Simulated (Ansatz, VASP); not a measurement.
**GaIr3 in VASP and in Ansatz**

```xyz
4
Lattice="0.0000 3.1200 3.1200 3.1200 0.0000 3.1200 3.1200 3.1200 0.0000" Properties=species:S:1:pos:R:3 pbc="T T T"
Ga    0.0000    0.0000    0.0000
Ir    1.5600    1.5600    1.5600
Ir    4.6800    4.6800    4.6800
Ir    3.1200    3.1200    3.1200
```

Change from the starting cell: species swapped into the Ga3Ag type (Fm-3m, No. 225).

Alike in both runs: task relaxation of cell and atoms; functional PBE; k mesh 6 × 6 × 6; occupations gaussian, width 0.1 eV; no spin polarisation.

|  | VASP | Ansatz |
| --- | --- | --- |
| version | VASP 6.6.1 | Ansatz 0.2.0 |
| potentials or method | VASP PAW PBE potentials, release 64 (Ga_d, Ir), cutoff 600 eV | scalar-relativistic, plane waves, PAW |
| valence electrons in the cell | 40 | 64 |

|  | VASP | Ansatz | Ansatz less VASP |
| --- | --- | --- | --- |
| gap on the k mesh at the Fermi level, each at its own relaxed structure (eV) | none | none | - |
| relaxed volume (Å³/atom) | 14.88 | 14.84 | -0.038 |
| relaxed length of the cell vector where the two differ most in proportion (Å) | 4.383 | 4.379 | -0.0038 |

A gap of «none» marks a metal or a gap that the smearing closes. VASP's potentials hold 40 valence electrons a cell and Ansatz's 64, so a difference there can come from the potentials and not from the codes.

Neither program's run includes spin-orbit coupling.
